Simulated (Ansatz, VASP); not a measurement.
NaCl in VASP and in Ansatz

POSCAR

```
NaCl
1.0
    0.0000000000      2.8813056250      2.8317500000
    2.8317500000      0.0000000000      2.8317500000
    2.8317500000      2.8813056250      0.0000000000
Na Cl
1 1
Direct
    0.0000000000      0.0000000000      0.0000000000
    0.5000000000      0.5000000000      0.5000000000
```

File INCAR.step1:

```
ALGO = Normal
EDIFF = 1E-4
ENCUT = 520
GGA = PE
ISMEAR = 0
LASPH = T
LCHARG = F
LREAL = F
LWAVE = T
NBANDS = 14
NELM = 80
PREC = Accurate
SIGMA = 0.05
```

INCAR.step2

```
ALGO = Normal
EDIFF = 1E-6
ENCUT = 520
ISIF = 2
ISMEAR = 0
ISTART = 1
LASPH = T
LCHARG = T
LELF = T
LMIXTAU = T
LREAL = F
LVHAR = T
LWAVE = F
METAGGA = R2SCAN
NBANDS = 14
NELM = 80
PREC = Accurate
SIGMA = 0.05
```

The input KPOINTS:

```
k-points
0
Gamma
  8 8 8
```

Input for Ansatz:

```yaml
crystal:
  lattice:
    - [0.0, 2.881305625, 2.83175]
    - [2.83175, 0.0, 2.83175]
    - [2.83175, 2.881305625, 0.0]
  atoms:
    - { symbol: Na, position: [0.0, 0.0, 0.0] }
    - { symbol: Cl, position: [0.5, 0.5, 0.5] }
basis:
  ecutwfc: 500
kpoints:
  mp_grid: { grid: [8, 8, 8] }
hamiltonian:
  xc: r2scan
scf:
  occupations: { method: gaussian, width: 0.05 }
output:
  forces: true
  stress: true
  eigenvalues: true
```

Change from the starting cell: strain +0.0175 x Voigt [0, 1, 0, 0, 0, 0], atoms carried along.

Alike in both runs: task single point; functional r2SCAN; k mesh 8 × 8 × 8; occupations gaussian, width 0.05 eV; no spin polarisation.

|  | VASP | Ansatz |
| --- | --- | --- |
| version | VASP 6.6.1 | Ansatz 0.2.0 |
| potentials or method | VASP PAW PBE potentials, release 64 (Na_pv, Cl), cutoff 520 eV | scalar-relativistic, plane waves, PAW |
| valence electrons in the cell | 14 | 16 |

|  | VASP | Ansatz | Ansatz less VASP |
| --- | --- | --- | --- |
| gap on the k mesh at the Fermi level (eV) | 5.79 | 5.77 | -0.023 |
| least direct gap on the mesh (eV) | 5.79 | 5.77 | -0.023 |
| pressure (GPa) | -1.4 | -1.1 | +0.22 |
| traceless stress, the component that is largest in VASP (GPa) | -0.41 | -0.41 | +0.008 |

VASP's potentials were made for PBE, not for r2SCAN. VASP's potentials hold 14 valence electrons a cell and Ansatz's 16, so a difference there can come from the potentials and not from the codes.
